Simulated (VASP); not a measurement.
# Ir in VASP: further runs, part 2 of 2

VASP 6.6.1. The steps go on from the part before.

## 5. Single point, PBEsol (strain -0.025 along x and y, -0.050 along z)

INCAR

```
SYSTEM = Ir
  PREC = Accurate
  ENCUT = 520
  EDIFF = 1E-6
  ISMEAR = 0
  SIGMA = 0.15
  LREAL = .False.
  LASPH = .True.
  NELM = 80
  ALGO = Normal
  ISIF = 2
  LWAVE = .False.
  LCHARG = .True.
  GGA = PS
  LELF = .True.
  LVHAR = .True.
  NBANDS = 10
```

KPOINTS

```
Automatic mesh
0
Gamma
  22 22 22
  0 0 0
```

POSCAR

```
Ir
1.0
    0.0000000000      1.8717075000      1.8237150000
    1.8717075000      0.0000000000      1.8237150000
    1.8717075000      1.8717075000      0.0000000000
Ir
1
Direct
    0.0000000000      0.0000000000      0.0000000000
```

Potentials or basis: VASP PAW PBE potentials, release 64 (Ir).

Run with:

```sh
cat potpaw_PBE.64/Ir/POTCAR > POTCAR
mpirun -np 1 vasp_std > vasp.out
```

OUTCAR:

```text
SYSTEM = Ir
   PREC = Accurate
   ENCUT = 520
   EDIFF = 1E-6
   ISMEAR = 0
   LREAL = .False.
   LASPH = .True.
   NELM = 80
   ISIF = 2
   GGA = PS

 ion  position               nearest neighbor table
   1  0.000  0.000  0.000-

  LATTYP: Found a body centered tetragonal cell.
 ALAT       =     2.6469941313
 C/A-ratio  =     1.3779516762

  Lattice vectors:

 A1 = (   0.0000000000,  -1.8717075000,  -1.8237150000)
 A2 = (   0.0000000000,   1.8717075000,  -1.8237150000)
 A3 = (   1.8717075000,   0.0000000000,   1.8237150000)

Analysis of symmetry for initial positions (statically):
=====================================================================
 Subroutine PRICEL returns:
 Original cell was already a primitive cell.

 Routine SETGRP: Setting up the symmetry group for a
 body centered tetragonal supercell.

 Subroutine GETGRP returns: Found 16 space group operations
 (whereof 16 operations were pure point group operations)
 out of a pool of 16 trial point group operations.

The static configuration has the point symmetry D_4h.

Analysis of symmetry for dynamics (positions and initial velocities):
=====================================================================
 Subroutine PRICEL returns:
 Original cell was already a primitive cell.

 Routine SETGRP: Setting up the symmetry group for a
 body centered tetragonal supercell.

 Subroutine GETGRP returns: Found 16 space group operations
 (whereof 16 operations were pure point group operations)
 out of a pool of 16 trial point group operations.

The dynamic configuration has the point symmetry D_4h.

 Subroutine INISYM returns: Found 16 space group operations
 (whereof 16 operations are pure point group operations),
 and found     1 'primitive' translations

----------------------------------------------------------------------------------------

                                     Primitive cell

  volume of cell :      12.7780

  direct lattice vectors                    reciprocal lattice vectors
     0.000000000  1.871707500  1.823715000    -0.267135757  0.267135757  0.274165645
     1.871707500  0.000000000  1.823715000     0.267135757 -0.267135757  0.274165645
     1.871707500  1.871707500  0.000000000     0.267135757  0.267135757 -0.274165645

  length of vectors
     2.613278662  2.613278662  2.646994131     0.466786703  0.466786703  0.466786703

  position of ions in fractional coordinates (direct lattice)
     0.000000000  0.000000000  0.000000000

  ion indices of the primitive-cell ions
   primitive index   ion index
                 1           1

----------------------------------------------------------------------------------------

 KPOINTS: Automatic mesh

Automatic generation of k-mesh.
 Grid dimensions read from file:
 generate k-points for:   22   22   22

 Generating k-lattice:

  Cartesian coordinates                     Fractional coordinates (reciprocal lattice)
    -0.012142534  0.012142534  0.012462075     0.045454545  0.000000000  0.000000000
     0.012142534 -0.012142534  0.012462075     0.000000000  0.045454545  0.000000000
     0.012142534  0.012142534 -0.012462075     0.000000000  0.000000000  0.045454545

  Length of vectors
     0.021217577  0.021217577  0.021217577

  Shift w.r.t. Gamma in fractional coordinates (k-lattice)
     0.000000000  0.000000000  0.000000000

 Subroutine IBZKPT returns following result:
 ===========================================

 Found    834 irreducible k-points:

 Following reciprocal coordinates:
            Coordinates               Weight
  0.000000  0.000000  0.000000      1.000000
  0.045455  0.000000  0.000000      8.000000
  0.090909  0.000000  0.000000      8.000000
  0.136364 -0.000000  0.000000      8.000000
  0.181818  0.000000  0.000000      8.000000
  0.227273 -0.000000  0.000000      8.000000
[... 16 lines left out ...]
  0.500000  0.045455  0.000000      8.000000
 -0.454545  0.045455  0.000000      8.000000
 [... further k-points ...]
   k-points           NKPTS =    834   k-points in BZ     NKDIM =    834   number of bands    NBANDS=     10
   number of dos      NEDOS =    301   number of ions     NIONS =      1
   total plane-waves  NPLWV =   8000
   dimension x,y,z NGX =    20 NGY =   20 NGZ =   20
   dimension x,y,z NGXF=    40 NGYF=   40 NGZF=   40
   ions per type =               1
   NGX,Y,Z   is equivalent  to a cutoff of  12.72, 12.72, 12.56 a.u.
   NGXF,Y,Z  is equivalent  to a cutoff of  25.45, 25.45, 25.12 a.u.
 SYSTEM =  Ir
   PREC   = accura    normal or accurate (medium, high low for compatibility)
   ISTART =      0    job   : 0-new  1-cont  2-samecut
   ICHARG =      2    charge: 1-file 2-atom 10-const
   ISPIN  =      1    spin polarized calculation?
   LNONCOLLINEAR =      F non collinear calculations
   LSORBIT =      F    spin-orbit coupling
   LASPH  =      T    aspherical Exc in radial PAW
   ENCUT  =  520.0 eV  38.22 Ry    6.18 a.u.   4.86  4.86  4.92*2*pi/ulx,y,z
   NELM   =     80;   NELMIN=  2; NELMDL= -5     # of ELM steps
   EDIFF  = 0.1E-05   stopping-criterion for ELM
   LREAL  =      F    real-space projection
   EDIFFG = 0.1E-04   stopping-criterion for IOM
   NSW    =      0    number of steps for IOM
   IBRION =     -1    ionic relax: 0-MD 1-quasi-New 2-CG
   NFREE  =      0    steps in history (QN), initial steepest desc. (CG)
   ISIF   =      2    stress and relaxation
   ISYM   =      2    0-nonsym 1-usesym 2-fastsym
   POTIM  = 0.5000    time-step for ionic-motion
   TEBEG  =    0.0;   TEEND  =   0.0 temperature during run
   PSTRESS=    0.0 pullay stress
   NELECT =       9.0000    total number of electrons
   NUPDOWN=      -1.0000    fix difference up-down
   EMIN   =  10.00;   EMAX   =-10.00  energy-range for DOS
   EFERMI =   0.00;   METHOD = LEGACY
   ISMEAR =     0;   SIGMA  =   0.15  broadening in eV -4-tet -1-fermi 0-gaus
   EFERMI_NEDOS =   21; number of points for ismear=-14 and -15
   IALGO  =     38    algorithm
   IMIX   =      4    mixing-type and parameters
     AMIX     =   0.40;   BMIX     =  1.00
     AMIX_MAG =   1.60;   BMIX_MAG =  1.00
  volume/ion in A,a.u.               =      12.78        86.23
  Fermi-wavevector in a.u.,A,eV,Ry     =   1.456581  2.752539 28.866511  2.121629
  Thomas-Fermi vector in A             =   2.573483
   LORBIT       =      0    0 simple, 1 ext, 2 COOP (PROOUT), +10 PAW based schemes
   GGA     = PS    functional components
   LHFCALC =     F    Hartree Fock is set to
   AEXX    =    0.0000 exact exchange contribution
   IVDW    =     0    specifies the selected vdW correction
   LEPSILON=     F    determine dielectric tensor
   LRPA    =     F    only Hartree local field effects (RPA)
 non-spin polarized calculation
 Gauss-broadening in eV      SIGMA  =   0.15
  energy-cutoff  :      520.00
  volume of cell :       12.78
 maximum number of plane-waves:       356
   NGX =  9   NGY =  9   NGZ =  9

 number of electron       9.0000000 magnetization

 Free energy of the ion-electron system (eV)
  ---------------------------------------------------
  ext. energy  EPLUGINS =         0.00000000
  ---------------------------------------------------
  free energy    TOTEN  =        -9.63208574 eV

  energy without entropy =       -9.62181565  energy(sigma->0) =       -9.62695070

 E-fermi :  12.0829     XC(G=0): -14.7051

 val. band max:       12.0825409587   @ k =  -0.4545   0.4091   0.0455
 cond. band min:      12.0838431126   @ k =   0.3636  -0.0000   0.2273
 fundamental gap:      0.0013021539
 Fermi energy:        12.0829304676

 k-point     1 :       0.0000    0.0000    0.0000
  band No.  band energies     occupation
      1      -0.2178      2.00000
      2       7.4321      2.00000
      3       7.4321      2.00000
      4       7.8115      2.00000
      5      10.4752      2.00000
      6      10.9927      2.00000
      7      26.1886      0.00000
      8      32.0535      0.00000
      9      32.0535      0.00000
     10      33.0454      0.00000
[... 287 lines left out ...]
 k-point    24 :      -0.4545    0.0455    0.0000
  band No.  band energies     occupation
      1       2.9163      2.00000
      2       7.2995      2.00000
      3       7.5501      2.00000
      4      10.5109      2.00000
      5      13.1555      0.00000
      6      13.5526      0.00000
      7      20.6347      0.00000
      8      25.9929      0.00000
      9      32.7752      0.00000
     10      32.8131      0.00000

 [... further k-points ...]

------------------------ aborting loop because EDIFF is reached ----------------------------------------

  FORCE on cell =-STRESS in cart. coord.  units (eV):
  Direction    XX          YY          ZZ          XY          YZ          ZX
  --------------------------------------------------------------------------------------
  -------------------------------------------------------------------------------------
  Total        3.5595177      3.5595177      4.5667098      0.0000000      0.0000000      0.0000000
  in kB      446.3122519    446.3122519    572.5996327      0.0000000      0.0000000      0.0000000
  external PRESSURE =     488.4080455 kB  Pullay stress =       0.0000000 kB

 VOLUME and BASIS-vectors are now :
 -----------------------------------------------------------------------------
  energy-cutoff  :      520.00
  volume of cell :       12.78
      direct lattice vectors                 reciprocal lattice vectors
     0.000000000  1.871707500  1.823715000    -0.267135757  0.267135757  0.274165645
     1.871707500  0.000000000  1.823715000     0.267135757 -0.267135757  0.274165645
     1.871707500  1.871707500  0.000000000     0.267135757  0.267135757 -0.274165645

 POSITION                                       TOTAL-FORCE (eV/Angst)
 -----------------------------------------------------------------------------------
      0.00000      0.00000      0.00000         0.000000      0.000000      0.000000
 -----------------------------------------------------------------------------------
    total drift:                               -0.000000     -0.000000     -0.000000

  FREE ENERGIE OF THE ION-ELECTRON SYSTEM (eV)
  ---------------------------------------------------
  free  energy   TOTEN  =        -9.6320857401 eV

  energy  without entropy=       -9.6218156535  energy(sigma->0) =       -9.62695070
```

stdout:

```text
POSCAR found type information on POSCAR Ir
 POSCAR found :  1 types and       1 ions
 scaLAPACK will be used
 -----------------------------------------------------------------------------
|                                                                             |
|                                                                             |
|     You enforced a specific xc type in the INCAR file but a different       |
|     I HOPE YOU KNOW WHAT YOU ARE DOING!                                     |
|                                                                             |
 -----------------------------------------------------------------------------

 LDA part: xc-table for (Slater+PW92), standard interpolation
 POSCAR, INCAR and KPOINTS ok, starting setup
 FFT: planning ... GRIDC
 FFT: planning ... GRID_SOFT
 FFT: planning ... GRID
 WAVECAR not read
 entering main loop
```

It took 52 s on 1 thread of AMD EPYC 9R45 (Zen 5), shared host; peak memory 0.19 GiB.

Results:

```yaml
Free_energy: -9.6321 eV
Pressure: 48.8 GPa
Band_gap_on_the_k_mesh: zero (an odd number of electrons rules out a gap without spin polarisation)
```

Stress tensor (GPa, compression positive):
```
44.63  0.00  0.00
 0.00 44.63  0.00
 0.00  0.00 57.26
```

Caveat: the cell differs from its parent crystal (strain -0.025 along x and y, -0.050 along z); the cell stands under pressure; the PAW data sets were made with another functional, which shifts forces and pressure a little; spin-orbit coupling is left out, which moves the levels of the heavy elements.

## 6. Summary

| cell | gap on the mesh (eV) | pressure (GPa) |
| --- | --- | --- |
| a = 2.579 Å, angles 60.0°, 1 atom | none | 84.8 |
| a = 2.783 Å, angles 60.0°, 1 atom | none | -24.9 |
| a = 2.851 Å, angles 60.0°, 1 atom | none | -39.7 |
| a = 2.613, b = 2.613, c = 2.647 Å, angles 59.6, 59.6, 60.9°, 1 atom | none | 48.8 |

Alike in all rows: task single point; level PBEsol; potentials or basis VASP PAW PBE potentials, release 64 (Ir); no spin polarisation; k mesh 22 × 22 × 22; cutoff (eV) 520; smearing gaussian 0.15 eV.

Caveats: the PAW data sets were made with another functional, which shifts forces and pressure a little; spin-orbit coupling is left out, which moves the levels of the heavy elements; the cell stands under pressure (at least some runs); the cell stands under tension (at least some runs).

Absolute energies hang on the potentials; compare differences alone.
